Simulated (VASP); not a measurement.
Input of a VASP 6.6.1 run:

File INCAR:

```
SYSTEM = Pt
ALGO = Normal ; EDIFF = 1E-6
ENCUT = 520 ; GGA = PS
ISIF = 2 ; ISMEAR = 0
ISPIN = 2 ; LASPH = .TRUE.
LCHARG = .FALSE. ; LMAXMIX = 4
LORBIT = 11 ; LREAL = .FALSE.
LWAVE = .FALSE. ; MAGMOM = 0.4
NBANDS = 15 ; NELM = 150
NUPDOWN = 0.4 ; PREC = Accurate
SIGMA = 0.15
```

File KPOINTS:

```
k-points
0
G
  22 22 22
  0 0 0
```

Contents of POSCAR:

```
Pt
1.0
    0.0000000000      1.9291443853      1.9291443853
    1.9291443853      0.0000000000      1.9291443853
    1.9291443853      1.9291443853      0.0000000000
Pt
1
Direct
    0.0000000000      0.0000000000      0.0000000000
```

Potentials or basis: VASP PAW PBE potentials, release 64 (Pt).

Launch:

```bash
$ cat potpaw_PBE.64/Pt/POTCAR > POTCAR
$ mpirun -np 1 vasp_std > vasp.out
```

Question: Estimate the pressure.

Answer: 15.6 GPa.

Caveat: the cell stands under pressure; the PAW data sets were made with another functional, which shifts forces and pressure a little; the total moment is fixed, so each spin has its own Fermi level and the state may be an excited one.
